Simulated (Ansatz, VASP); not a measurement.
**TiBeH2 in VASP and in Ansatz**

Contents of INCAR:

```
SYSTEM = TiBeH2
PREC = Accurate
ENCUT = 520
EDIFF = 1E-6
ISMEAR = 0
SIGMA = 0.2
LREAL = .FALSE.
LASPH = .TRUE.
NELM = 100
ALGO = Normal
ISIF = 2
LWAVE = .FALSE.
LCHARG = .FALSE.
GGA = PE
NBANDS = 26
```

KPOINTS

```
regular mesh
0
G
  8 6 4
  0 0 0
```

POSCAR

```
TiBeH2
1.0
    0.0000000000      2.8041717574      0.0000000000
    0.0000000000      0.0000000000      3.7071164973
    5.6083435149      0.0000000000      0.0000000000
Ti Be H
2 2 4
Direct
    0.5000000000      0.5000000000      0.2500000000
    0.5000000000      0.5000000000      0.7500000000
    0.0000000000      0.0000000000      0.0000000000
    0.0000000000      0.0000000000      0.5000000000
    0.0000000000      0.5000000000      0.5000000000
    0.0000000000      0.5000000000      0.0000000000
    0.5000000000      0.0000000000      0.2500000000
    0.5000000000      0.0000000000      0.7500000000
```

Input for Ansatz:

```yaml
crystal:
  lattice:
    - [0.0, 2.8041717574, 0.0]
    - [0.0, 0.0, 3.7071164973]
    - [5.6083435149, 0.0, 0.0]
  atoms:
    - { symbol: Ti, position: [0.5, 0.5, 0.25] }
    - { symbol: Ti, position: [0.5, 0.5, 0.75] }
    - { symbol: Be, position: [0.0, 0.0, 0.0] }
    - { symbol: Be, position: [0.0, 0.0, 0.5] }
    - { symbol: H, position: [0.0, 0.5, 0.5] }
    - { symbol: H, position: [0.0, 0.5, 0.0] }
    - { symbol: H, position: [0.5, 0.0, 0.25] }
    - { symbol: H, position: [0.5, 0.0, 0.75] }
basis:
  ecutwfc: 420
kpoints:
  mp_grid: { grid: [8, 6, 4] }
hamiltonian:
  xc: pbe
scf:
  occupations: { method: gaussian, width: 0.2 }
  lower_state_search: "off"
output:
  forces: true
  stress: true
  eigenvalues: true
```

Alike in both runs: task single point; functional PBE; k mesh 8 × 6 × 4; occupations gaussian, width 0.2 eV; no spin polarisation.

|  | VASP | Ansatz |
| --- | --- | --- |
| version | VASP 6.6.1 | Ansatz 0.2.0 |
| potentials or method | VASP PAW PBE potentials, release 64 (Ti_sv, Be, H), cutoff 520 eV | scalar-relativistic, plane waves, PAW |
| valence electrons in the cell | 32 | 32 |

```tsv
	VASP	Ansatz	Ansatz less VASP
gap on the k mesh at the Fermi level (eV)	none	none	-
pressure (GPa)	-0.2	-0.2	+0.06
traceless stress, the component that is largest in VASP (GPa)	0.22	0.19	-0.038
```

A gap of «none» marks a metal or a gap that the smearing closes.
